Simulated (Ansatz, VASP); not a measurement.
# One calculation of IrRh2, two programs

```xyz
6
Lattice="2.7314 0.0000 0.0000 -1.3657 2.3655 0.0000 0.0000 0.0000 13.2257" Properties=species:S:1:pos:R:3 pbc="T T T"
Ir    1.3657    0.7885    4.4003
Ir    1.3657    0.7885    8.8254
Rh    1.3657    0.7885    0.0000
Rh    0.0000    1.5770   11.0194
Rh    0.0000    1.5770    2.2063
Rh    0.0000    1.5770    6.6129
```

Alike in both runs: functional PBE; k mesh 18 × 18 × 4; occupations gaussian, width 0.1 eV; no spin polarisation.

Ansatz relaxed the structure, and its values are those at the end. VASP's run is a single point on that final structure, the one shown.

|  | VASP | Ansatz |
| --- | --- | --- |
| version | VASP 6.6.1 | Ansatz 0.2.0 |
| potentials or method | VASP PAW PBE potentials, release 64 (Ir, Rh_pv), cutoff 520 eV | scalar-relativistic, plane waves, PAW |
| valence electrons in the cell | 78 | 102 |

```csv
,VASP,Ansatz,Ansatz less VASP
gap on the k mesh at the Fermi level (eV),none,none,-
pressure (GPa),0.2,0.0,-0.19
rms of the force components (eV/Å),0.007,0.000,-0.0071
```

A gap of «none» marks a metal or a gap that the smearing closes. With one functional, cell and mesh, what is left measures potentials, basis and numerics. VASP's potentials hold 78 valence electrons a cell and Ansatz's 102, so a difference there can come from the potentials and not from the codes.

Neither program's run includes spin-orbit coupling.
